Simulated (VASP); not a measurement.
# HfSiO4 (I4_1/amd) in VASP: single point with r2SCAN

Aim: the single point of HfSiO4 with r2SCAN.

All numbers are computed with VASP 6.6.1; they aren't measurements. Logs are shortened: lines on timing, memory, paths and dates and some standing lists are left out, and cuts for length are marked.

## Step 1: The cell of the first run

It takes space group I4_1/amd (No. 141, tetragonal). Conventional cell: a = 6.582 Å, b = 6.582 Å, c = 5.971 Å, α = 90.00°, β = 90.00°, γ = 90.00°. Within 2.8 Å of Hf (site symmetry -4m2) lie 8 O at 2.12 to 2.26 Å. Si (site symmetry -4m2) has 4 O at 1.62 Å within 2.2 Å. Within 2.3 Å of O (site symmetry m) lie 1 Si at 1.62 Å and 2 Hf at 2.12 to 2.26 Å.

## Step 2: Single point, r2SCAN

POSCAR

```
HfSiO4
1.0
   -3.2911898910      3.2911898910      2.9854825162
    3.2911898910     -3.2911898910      2.9854825162
    3.2911898910      3.2911898910     -2.9854825162
Hf Si O
2 2 8
Direct
    0.7500000000      0.2500000000      0.5000000000
    0.0000000000      0.0000000000      0.0000000000
    0.2500000000      0.7500000000      0.5000000000
    0.5000000000      0.5000000000      0.0000000000
    0.1352539074      0.3198613947      0.8153925127
    0.0698613947      0.7544688820      0.6846074873
    0.5044688820      0.3198613947      0.1846074873
    0.0698613947      0.3852539074      0.3153925127
    0.6147460926      0.9301386053      0.6846074873
    0.6801386053      0.8647460926      0.1846074873
    0.2455311180      0.9301386053      0.3153925127
    0.6801386053      0.4955311180      0.8153925127
```

INCAR.step1

```
SYSTEM = HfSiO4
ALGO = Normal
EDIFF = 1E-4
ENCUT = 520
GGA = PE
ISMEAR = 0
LASPH = .True.
LCHARG = .False.
LREAL = .False.
LWAVE = .True.
NBANDS = 50
NELM = 80
PREC = Accurate
SIGMA = 0.05
```

INCAR.step2

```
SYSTEM = HfSiO4
ALGO = Normal
EDIFF = 1E-6
ENCUT = 520
ISIF = 2
ISMEAR = 0
ISTART = 1
LASPH = .True.
LCHARG = .False.
LMIXTAU = .True.
LREAL = .False.
LWAVE = .False.
METAGGA = R2SCAN
NBANDS = 50
NELM = 80
PREC = Accurate
SIGMA = 0.05
```

KPOINTS

```
k-points
0
Gamma
  6 6 6
  0 0 0
```

Potentials or basis: VASP PAW PBE potentials, release 64 (Hf_pv, Si, O).

The run is started by

```console
> cat potpaw_PBE.64/Hf_pv/POTCAR potpaw_PBE.64/Si/POTCAR potpaw_PBE.64/O/POTCAR > POTCAR
> cp INCAR.step1 INCAR
> mpirun -np 1 vasp_std > vasp.out
> cp INCAR.step2 INCAR
> mpirun -np 1 vasp_std > vasp.out
```

OUTCAR:

```text
SYSTEM = HfSiO4
   EDIFF = 1E-6
   ENCUT = 520
   ISIF = 2
   ISMEAR = 0
   ISTART = 1
   LASPH = .True.
   LREAL = .False.
   METAGGA = R2SCAN
   NELM = 80
   PREC = Accurate

 ion  position               nearest neighbor table
   1  0.750  0.250  0.500-   5 2.12   7 2.12  10 2.12  12 2.12   9 2.26   6 2.26   8 2.26  11 2.26
                             3 2.99   3 2.99   2 3.61   2 3.61   2 3.61   2 3.61
   2  0.000  0.000  0.000-   6 2.12   8 2.12   9 2.12  11 2.12   7 2.26  10 2.26   5 2.26  12 2.26
                             4 2.99   4 2.99   1 3.61   1 3.61   1 3.61   1 3.61
   3  0.250  0.750  0.500-   6 1.62   8 1.62   9 1.62  11 1.62   1 2.99   1 2.99
   4  0.500  0.500  0.000-   5 1.62   7 1.62  10 1.62  12 1.62   2 2.99   2 2.99
   5  0.135  0.320  0.815-   4 1.62   1 2.12   2 2.26
   6  0.070  0.754  0.685-   3 1.62   2 2.12   1 2.26
   7  0.504  0.320  0.185-   4 1.62   1 2.12   2 2.26
   8  0.070  0.385  0.315-   3 1.62   2 2.12   1 2.26
   9  0.615  0.930  0.685-   3 1.62   2 2.12   1 2.26
  10  0.680  0.865  0.185-   4 1.62   1 2.12   2 2.26
  11  0.246  0.930  0.315-   3 1.62   2 2.12   1 2.26
  12  0.680  0.496  0.815-   4 1.62   1 2.12   2 2.26

  LATTYP: Found a body centered tetragonal cell.
 ALAT       =     6.5823797820
 C/A-ratio  =     0.9071134195

  Lattice vectors:

 A1 = (  -3.2911898910,   3.2911898910,   2.9854825162)
 A2 = (   3.2911898910,  -3.2911898910,   2.9854825162)
 A3 = (   3.2911898910,   3.2911898910,  -2.9854825162)

Analysis of symmetry for initial positions (statically):
=====================================================================
 Subroutine PRICEL returns:
 Original cell was already a primitive cell.

 Routine SETGRP: Setting up the symmetry group for a
 body centered tetragonal supercell.

 Subroutine GETGRP returns: Found 16 space group operations
 (whereof  8 operations were pure point group operations)
 out of a pool of 16 trial point group operations.

The static configuration has the point symmetry D_2d.
 The point group associated with its full space group is D_4h.

Analysis of symmetry for dynamics (positions and initial velocities):
=====================================================================
 Subroutine PRICEL returns:
 Original cell was already a primitive cell.

 Routine SETGRP: Setting up the symmetry group for a
 body centered tetragonal supercell.

 Subroutine GETGRP returns: Found 16 space group operations
 (whereof  8 operations were pure point group operations)
 out of a pool of 16 trial point group operations.

The dynamic configuration has the point symmetry D_2d.
 The point group associated with its full space group is D_4h.

 Subroutine INISYM returns: Found 16 space group operations
 (whereof  8 operations are pure point group operations),
 and found     1 'primitive' translations

----------------------------------------------------------------------------------------

                                     Primitive cell

  volume of cell :     129.3542

  direct lattice vectors                    reciprocal lattice vectors
    -3.291189891  3.291189891  2.985482516     0.000000000  0.151920739  0.167477115
     3.291189891 -3.291189891  2.985482516     0.151920739  0.000000000  0.167477115
     3.291189891  3.291189891 -2.985482516     0.151920739  0.151920739  0.000000000

  length of vectors
     5.529644442  5.529644442  5.529644442     0.226116110  0.226116110  0.214848369

  position of ions in fractional coordinates (direct lattice)
     0.750000000  0.250000000  0.500000000
     0.000000000  0.000000000  0.000000000
     0.250000000  0.750000000  0.500000000
     0.500000000  0.500000000  0.000000000
     0.135253907  0.319861395  0.815392513
     0.069861395  0.754468882  0.684607487
     0.504468882  0.319861395  0.184607487
     0.069861395  0.385253907  0.315392513
     0.614746093  0.930138605  0.684607487
     0.680138605  0.864746093  0.184607487
     0.245531118  0.930138605  0.315392513
     0.680138605  0.495531118  0.815392513

  ion indices of the primitive-cell ions
   primitive index   ion index
                 1           1
                 2           2
                 3           3
                 4           4
                 5           5
                 6           6
                 7           7
                 8           8
                 9           9
                10          10
                11          11
                12          12

----------------------------------------------------------------------------------------

 KPOINTS: k-points

Automatic generation of k-mesh.
 Grid dimensions read from file:
 generate k-points for:    6    6    6

 Generating k-lattice:

  Cartesian coordinates                     Fractional coordinates (reciprocal lattice)
     0.000000000  0.025320123  0.027912853     0.166666667  0.000000000 -0.000000000
     0.025320123  0.000000000  0.027912853     0.000000000  0.166666667 -0.000000000
     0.025320123  0.025320123  0.000000000     0.000000000  0.000000000  0.166666667

  Length of vectors
     0.037686018  0.037686018  0.035808062

  Shift w.r.t. Gamma in fractional coordinates (k-lattice)
     0.000000000  0.000000000  0.000000000

 Subroutine IBZKPT returns following result:
 ===========================================

 Found     30 irreducible k-points:

 Following reciprocal coordinates:
            Coordinates               Weight
  0.000000  0.000000  0.000000      1.000000
  0.166667  0.000000  0.000000      8.000000
  0.333333  0.000000 -0.000000      8.000000
  0.500000  0.000000  0.000000      4.000000
  0.166667  0.166667  0.000000      8.000000
  0.333333  0.166667  0.000000     16.000000
[... 16 lines left out ...]
 -0.333333 -0.333333  0.166667      8.000000
 -0.166667 -0.333333  0.166667      8.000000
 [... further k-points ...]
   k-points           NKPTS =     30   k-points in BZ     NKDIM =     30   number of bands    NBANDS=     50
   number of dos      NEDOS =    301   number of ions     NIONS =     12
   total plane-waves  NPLWV =  74088
   dimension x,y,z NGX =    42 NGY =   42 NGZ =   42
   dimension x,y,z NGXF=    84 NGYF=   84 NGZF=   84
   ions per type =               2   2   8
   NGX,Y,Z   is equivalent  to a cutoff of  12.63, 12.63, 12.63 a.u.
   NGXF,Y,Z  is equivalent  to a cutoff of  25.25, 25.25, 25.25 a.u.
 SYSTEM =  HfSiO4
   PREC   = accura    normal or accurate (medium, high low for compatibility)
   ISTART =      1    job   : 0-new  1-cont  2-samecut
   ICHARG =      0    charge: 1-file 2-atom 10-const
   ISPIN  =      1    spin polarized calculation?
   LNONCOLLINEAR =      F non collinear calculations
   LSORBIT =      F    spin-orbit coupling
   LASPH  =      T    aspherical Exc in radial PAW
   ENCUT  =  520.0 eV  38.22 Ry    6.18 a.u.  10.28 10.28 10.28*2*pi/ulx,y,z
   NELM   =     80;   NELMIN=  2; NELMDL=  0     # of ELM steps
   EDIFF  = 0.1E-05   stopping-criterion for ELM
   LREAL  =      F    real-space projection
   EDIFFG = 0.1E-04   stopping-criterion for IOM
   NSW    =      0    number of steps for IOM
   IBRION =     -1    ionic relax: 0-MD 1-quasi-New 2-CG
   NFREE  =      0    steps in history (QN), initial steepest desc. (CG)
   ISIF   =      2    stress and relaxation
   ISYM   =      2    0-nonsym 1-usesym 2-fastsym
   POTIM  = 0.5000    time-step for ionic-motion
   TEBEG  =    0.0;   TEEND  =   0.0 temperature during run
   PSTRESS=    0.0 pullay stress
   NELECT =      76.0000    total number of electrons
   NUPDOWN=      -1.0000    fix difference up-down
   EMIN   =  10.00;   EMAX   =-10.00  energy-range for DOS
   EFERMI =   0.00;   METHOD = LEGACY
   ISMEAR =     0;   SIGMA  =   0.05  broadening in eV -4-tet -1-fermi 0-gaus
   EFERMI_NEDOS =   21; number of points for ismear=-14 and -15
   IALGO  =     38    algorithm
   IMIX   =      4    mixing-type and parameters
     AMIX     =   0.40;   BMIX     =  1.00
     AMIX_MAG =   1.60;   BMIX_MAG =  1.00
  volume/ion in A,a.u.               =      10.78        72.74
  Fermi-wavevector in a.u.,A,eV,Ry     =   1.371153  2.591103 25.579774  1.880060
  Thomas-Fermi vector in A             =   2.496875
   LORBIT       =      0    0 simple, 1 ext, 2 COOP (PROOUT), +10 PAW based schemes
   METAGGA = R2SCAN    functional components
   LHFCALC =     F    Hartree Fock is set to
   AEXX    =    0.0000 exact exchange contribution
   IVDW    =     0    specifies the selected vdW correction
   LEPSILON=     F    determine dielectric tensor
   LRPA    =     F    only Hartree local field effects (RPA)
 non-spin polarized calculation
 Gauss-broadening in eV      SIGMA  =   0.05
  energy-cutoff  :      520.00
  volume of cell :      129.35
 maximum number of plane-waves:      3523
 NGX is ok and might be reduce to    42
   NGX = 21   NGY = 21   NGZ = 21

 number of electron      76.0000004 magnetization

 Free energy of the ion-electron system (eV)
  ---------------------------------------------------
  ext. energy  EPLUGINS =         0.00000000
  ---------------------------------------------------
  free energy    TOTEN  =      -197.64203266 eV

  energy without entropy =     -197.64203266  energy(sigma->0) =     -197.64203266

 E-fermi :   3.0622     XC(G=0): -11.7061

 val. band max:        2.8485346173   @ k =   0.0000   0.0000   0.0000
 cond. band min:       8.8062746360   @ k =   0.3333   0.3333   0.1667
 fundamental gap:      5.9577400187
 Fermi energy:         3.0621992337

 k-point     1 :       0.0000    0.0000    0.0000
  band No.  band energies     occupation
      1     -27.4398      2.00000
      2     -27.4398      2.00000
      3     -27.3807      2.00000
      4     -27.3624      2.00000
      5     -27.2594      2.00000
      6     -27.2594      2.00000
[... 42 lines left out ...]
     49      12.7790      0.00000
     50      13.4578      0.00000
[... 1217 lines left out ...]
     49      12.3405      0.00000
     50      13.3335      0.00000

 [... further k-points ...]

------------------------ aborting loop because EDIFF is reached ----------------------------------------

  FORCE on cell =-STRESS in cart. coord.  units (eV):
  Direction    XX          YY          ZZ          XY          YZ          ZX
  --------------------------------------------------------------------------------------
  -------------------------------------------------------------------------------------
  Total       -1.6330287     -1.6330287     -1.0803667      0.0000000      0.0000000      0.0000000
  in kB      -20.2266511    -20.2266511    -13.3813939      0.0000000      0.0000000      0.0000000
  external PRESSURE =     -17.9448987 kB  Pullay stress =       0.0000000 kB

 VOLUME and BASIS-vectors are now :
 -----------------------------------------------------------------------------
  energy-cutoff  :      520.00
  volume of cell :      129.35
      direct lattice vectors                 reciprocal lattice vectors
    -3.291189891  3.291189891  2.985482516     0.000000000  0.151920739  0.167477115
     3.291189891 -3.291189891  2.985482516     0.151920739  0.000000000  0.167477115
     3.291189891  3.291189891 -2.985482516     0.151920739  0.151920739  0.000000000

 POSITION                                       TOTAL-FORCE (eV/Angst)
 -----------------------------------------------------------------------------------
      0.00000      3.29119      1.49274         0.000000     -0.000000     -0.000000
      0.00000      0.00000      0.00000         0.000000     -0.000000     -0.000000
      3.29119      0.00000      1.49274         0.000000     -0.000000     -0.000000
      0.00000      0.00000      2.98548         0.000000     -0.000000     -0.000000
      3.29119      2.07603     -1.07560        -0.000000     -0.154822     -0.153989
      4.50635      0.00000      0.41714         0.154822     -0.000000     -0.153989
      0.00000      1.21516      1.90988         0.000000      0.154822     -0.153989
      2.07603      0.00000      0.41714        -0.154822     -0.000000     -0.153989
      3.29119      1.21516      2.56834         0.000000      0.154822      0.153989
      1.21516     -0.00000      4.06108         0.154822      0.000000      0.153989
      3.29119     -1.21516      2.56834         0.000000     -0.154822      0.153989
      2.07603      3.29119      1.07560        -0.154822     -0.000000      0.153989
 -----------------------------------------------------------------------------------
    total drift:                               -0.000000     -0.000000      0.000000

  FREE ENERGIE OF THE ION-ELECTRON SYSTEM (eV)
  ---------------------------------------------------
  free  energy   TOTEN  =      -197.6420326560 eV

  energy  without entropy=     -197.6420326560  energy(sigma->0) =     -197.64203266
```

Run time: 15 min. Hardware: 1 thread of Intel Xeon Platinum 8175M at 2.50GHz (Skylake/Cascade Lake), shared host; peak memory 0.38 GiB.

Results:

* Free energy: -197.6420 eV
* Pressure: -1.8 GPa
* Largest force: 0.218 eV/Å
* Band gap on the k mesh: 5.96 eV (least direct gap 6.31 eV)

Forces in eV/Å, atoms in the order of the input:
```
Hf   0.000  0.000  0.000
Hf   0.000  0.000  0.000
Si   0.000  0.000  0.000
Si   0.000  0.000  0.000
O    0.000 -0.155 -0.154
O    0.155  0.000 -0.154
O    0.000  0.155 -0.154
O   -0.155  0.000 -0.154
O    0.000  0.155  0.154
O    0.155  0.000  0.154
O    0.000 -0.155  0.154
O   -0.155  0.000  0.154
```

Caveat: the PAW data sets were made with another functional, which shifts forces and pressure a little; spin-orbit coupling is left out, which moves the levels of the heavy elements.
